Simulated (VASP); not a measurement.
A run of VASP 6.6.1 is set up as follows.

Contents of POSCAR:

```
C
1.0
    2.4562275100      0.0000000000      0.0000000000
   -1.2281137500      2.1271554200      0.0000000000
    0.0000000000      0.0000000000     24.1339601700
C
4
Direct
    0.0000000000      0.0000000000      0.5704687699
    0.0000000000      0.0000000000      0.4295312301
    0.3333333295      0.6666666698      0.4295245599
    0.6666666705      0.3333333302      0.5704754401
```

INCAR.step1

```
PREC = Accurate
ENCUT = 520
ISMEAR = 1
SIGMA = 0.1
LREAL = F
LASPH = T
NELM = 100
NBANDS = 16
GGA = PE
ALGO = Normal
EDIFF = 1E-4
LWAVE = T
LCHARG = F
```

The input INCAR.step2:

```
PREC = Accurate
ENCUT = 520
EDIFF = 1E-6
ISMEAR = 1
SIGMA = 0.1
LREAL = F
LASPH = T
NELM = 100
ALGO = Normal
ISIF = 2
LWAVE = F
LCHARG = F
METAGGA = R2SCAN
LMIXTAU = T
NBANDS = 16
ISTART = 1
```

File KPOINTS:

```
Automatic mesh
0
Gamma
  5 5 1
```

Potentials or basis: VASP PAW PBE potentials, release 64 (C).

Command:

```sh
$ cat potpaw_PBE.64/C/POTCAR > POTCAR
$ cp INCAR.step1 INCAR
$ mpirun -np 1 vasp_std > vasp.out
$ cp INCAR.step2 INCAR
$ mpirun -np 1 vasp_std > vasp.out
```

Predict the largest force.

0.008 eV/Å.

Forces in eV/Å, atoms in the order of the input:
```
C    0.000  0.000  0.008
C    0.000  0.000 -0.008
C    0.000  0.000 -0.005
C    0.000  0.000  0.005
```

Caveat: the k points lie up to 0.59 Å⁻¹ apart; the PAW data sets were made with another functional, which shifts forces and pressure a little.
